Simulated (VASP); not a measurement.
Here is a VASP 6.6.1 calculation.

INCAR

```
SYSTEM = NbAl7N8
PREC = Accurate
ENCUT = 520
EDIFF = 1E-6
ISMEAR = 0
SIGMA = 0.05
LREAL = Auto
LASPH = .True.
NELM = 150
ALGO = Normal
ISIF = 2
LWAVE = .False.
LCHARG = .False.
ISPIN = 2
MAGMOM = 2 0 0 0 0 0 0 0 0 0 0 0 0 0 0 0
LORBIT = 11
LMAXMIX = 4
LDAU = .True.
LDAUTYPE = 2
LDAUL = 2 -1 -1
LDAUU = 2 0 0
LDAUJ = 0 0 0
LDAUPRINT = 1
GGA = PS
NBANDS = 55
```

The input KPOINTS:

```
Automatic mesh
0
Gamma
  3 3 4
  0 0 0
```

POSCAR

```
NbAl7N8
1.0
    6.2200009000      0.0000000000      0.0000000000
   -3.1100004000      5.3866788000      0.0000000000
    0.0000000000      0.0000000000      4.9800000000
Nb Al N
1 7 8
Direct
    0.3338417743      0.1666276143      0.9651237301
    0.3342406972      0.6668325378      0.0049829633
    0.8337097530      0.1663245265      0.0050034951
    0.8336936286      0.6668201850      0.0050110067
    0.1637037653      0.3368497293      0.4970635264
    0.1636873568      0.8262611323      0.4970751282
    0.6742438362      0.3368391606      0.4970901299
    0.6672381422      0.8333371740      0.5015561599
    0.3338759008      0.1666459026      0.4321118678
    0.3365163943      0.6679721355      0.3802378052
    0.8325784308      0.1640550719      0.3802522820
    0.8325734744      0.6679534474      0.3802579307
    0.1519303112      0.3486090891      0.8740846827
    0.1519190416      0.8027449092      0.8741002976
    0.6977341548      0.3485889324      0.8741258016
    0.6672264891      0.8333369640      0.8824691579
```

Potentials or basis: VASP PAW PBE potentials, release 64 (Nb_sv, Al, N).

Command:

```sh
$ cat potpaw_PBE.64/Nb_sv/POTCAR potpaw_PBE.64/Al/POTCAR potpaw_PBE.64/N/POTCAR > POTCAR
$ mpirun -np 1 vasp_std > vasp.out
```

Question: What does it give for the band gap on the k mesh?

Answer: 0.29 eV, indirect (least direct gap 0.66 eV).

Question: Predict the largest force.

Answer: 0.060 eV/Å.

Forces in eV/Å, atoms in the order of the input:
```
Nb   0.001  0.001  0.052
Al   0.032  0.019  0.046
Al   0.001 -0.039  0.045
Al  -0.034  0.018  0.045
Al   0.003 -0.002 -0.048
Al   0.001  0.004 -0.049
Al  -0.002 -0.002 -0.049
Al  -0.002  0.000 -0.012
N   -0.001  0.000  0.027
N   -0.011 -0.007  0.014
N    0.000  0.012  0.014
N    0.010 -0.005  0.014
N   -0.019  0.011 -0.030
N    0.000 -0.023 -0.030
N    0.021  0.012 -0.030
N    0.000  0.000 -0.009
```

Caveat: the PAW data sets were made with another functional, which shifts forces and pressure a little. A k mesh can miss the band edges.
